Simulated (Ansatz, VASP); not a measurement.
# Si2Ge2Ir: VASP beside Ansatz

INCAR

```
SYSTEM = Si2Ge2Ir
PREC = Accurate
ENCUT = 500
EDIFF = 1E-7
ISMEAR = 0
SIGMA = 0.2
LREAL = .FALSE.
LASPH = .TRUE.
NELM = 120
ALGO = Normal
ISIF = 3
LWAVE = .FALSE.
LCHARG = .FALSE.
GGA = PE
IBRION = 2
NSW = 36
EDIFFG = -0.08
GGA_COMPAT = .FALSE.
NELMIN = 4
```

File KPOINTS:

```
regular mesh
0
G
  5 5 2
  0 0 0
```

Contents of POSCAR:

```
Si2Ge2Ir
1.0
    3.5250261700      0.0000000000      0.0000000000
   -1.7625130800      3.0527622100      0.0000000000
    0.0000000000      0.0000000000      7.5344182500
Si Ge Ir
2 2 1
Direct
    0.0000000000      0.0000000000      0.1961945300
    0.0000000000      0.0000000000      0.8038054700
    0.6666666700      0.3333333300      0.2767476900
    0.6666666700      0.3333333300      0.7232523100
    0.3333333300      0.6666666700      0.0000000000
```

Input for Ansatz:

```yaml
crystal:
  lattice:
    - [3.52502617, 0.0, 0.0]
    - [-1.76251308, 3.05276221, 0.0]
    - [0.0, 0.0, 7.53441825]
  atoms:
    - { symbol: Si, position: [0.0, 0.0, 0.19619453] }
    - { symbol: Si, position: [0.0, 0.0, 0.80380547] }
    - { symbol: Ge, position: [0.66666667, 0.33333333, 0.27674769] }
    - { symbol: Ge, position: [0.66666667, 0.33333333, 0.72325231] }
    - { symbol: Ir, position: [0.33333333, 0.66666667, 0.0] }
basis:
  ecutwfc: 420
kpoints:
  mp_grid: { grid: [5, 5, 2] }
hamiltonian:
  xc: pbe
scf:
  occupations: { method: gaussian, width: 0.2 }
  lower_state_search: "off"
output:
  forces: true
  stress: true
  eigenvalues: true
relax:
  adjacent_minimum: "off"
  f_tol: 0.08
  max_steps: 16
  cell: { stress_tol: 0.8 }
```

Alike in both runs: task relaxation of cell and atoms; functional PBE; k mesh 5 × 5 × 2; occupations gaussian, width 0.2 eV; no spin polarisation.

|  | VASP | Ansatz |
| --- | --- | --- |
| version | VASP 6.6.1 | Ansatz 0.2.0 |
| potentials or method | VASP PAW PBE potentials, release 64 (Si, Ge_d, Ir), cutoff 500 eV | scalar-relativistic, plane waves, PAW |
| valence electrons in the cell | 45 | 53 |

Ansatz gave:

| Item | Value |
| --- | --- |
| gap on the k mesh at the Fermi level, each at its own relaxed structure (eV) | none |
| relaxed volume (Å³/atom) | 18.79 |
| relaxed cell length with the largest relative difference (Å) | 8.212 |

Task: Which values does VASP return?

Result: gap on the k mesh at the Fermi level, each at its own relaxed structure (eV): none; relaxed volume (Å³/atom): 18.80; relaxed cell length with the largest relative difference (Å): 8.269.

A gap of «none» marks a metal or a gap that the smearing closes. VASP's potentials hold 45 valence electrons a cell and Ansatz's 53, so a difference there can come from the potentials and not from the codes.

The k mesh is coarse, so the values compare programs but aren't converged. Neither program's run includes spin-orbit coupling. Noted on VASP's run: the volume moved by over 15 % at a fixed basis, so the end points are rough.
